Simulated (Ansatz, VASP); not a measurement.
# One calculation of EuZrF4, two programs

```
Eu Zr F
1.0
     3.79654    0.00000    0.00000
     0.00000    3.79654    0.00000
     0.00000    0.00000    6.10792
Eu Zr F
1 1 4
Cartesian
  1.8983 1.8983 0.0000
  1.8983 1.8983 3.0540
  0.0000 1.8983 4.3776
  1.8983 0.0000 4.3776
  0.0000 1.8983 1.7304
  1.8983 0.0000 1.7304
```

Alike in both runs: functional PBE; k mesh 4 × 4 × 4; occupations gaussian, width 0.1 eV; collinear spin.

Ansatz relaxed the structure, and its values are those at the end. VASP's run is a single point on that final structure, the one shown.

|  | VASP | Ansatz |
| --- | --- | --- |
| version | VASP 6.6.1 | Ansatz 0.2.0 |
| potentials or method | VASP PAW PBE potentials, release 64 (Eu, Zr_sv, F), cutoff 520 eV | scalar-relativistic, plane waves, PAW |
| valence electrons in the cell | 57 | 57 |

|  | VASP | Ansatz | Ansatz less VASP |
| --- | --- | --- | --- |
| gap on the k mesh at the Fermi level (eV) | none | none | - |
| pressure (GPa) | 0.0 | 0.2 | +0.17 |
| rms of the force components (eV/Å) | 0.010 | 0.016 | +0.0067 |
| net moment per atom (μB) | 1.05 | 1.06 | +0.001 |
| size of the moment on the site where the two differ most (μB) | 0.52 | 0.35 | -0.164 |

Site moments also hang on the region over which each program counts them. A gap of «none» marks a metal or a gap that the smearing closes.

The k mesh is coarse, so the values compare programs but aren't converged. Neither program's run includes spin-orbit coupling.
